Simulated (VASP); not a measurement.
Runs of VASP 6.6.1 on InGaAs2. The structure is that of space group P-4m2 (No. 115), or close to it. The cells are those of the table. 

| cell | gap on the mesh (eV) | pressure (GPa) | largest force (eV/Å) |
| --- | --- | --- | --- |
| a = 4.361, b = 4.361, c = 5.626 Å, 4 atoms | 0.17 | (b) | 0.01 |
| a = 4.049, b = 4.049, c = 5.922 Å, 4 atoms | 0.56 | 3.6 | 0.04 |
| a = 3.946, b = 3.946, c = 6.218 Å, 4 atoms | 0.36 | 3.6 | 0.02 |
| a = 4.153, b = 4.153, c = 5.626 Å, 4 atoms | 0.61 | (a) | 0.08 |

Alike in all rows: task single point; level r2SCAN; potentials or basis VASP PAW PBE potentials, release 64 (In_d, Ga_d, As); no spin polarisation; k mesh 8 × 8 × 6; cutoff (eV) 520; smearing gaussian 0.03 eV.

Task: Fill in the values left out.

Result: (a) 3.7; (b) -2.7.

Caveats: the PAW data sets were made with another functional, which shifts forces and pressure a little; spin-orbit coupling is left out, which moves the levels of the heavy elements; the cell stands under pressure (at least some runs).

A k mesh can miss the band edges, and the runs leave out spin-orbit coupling on As, Ga, In.
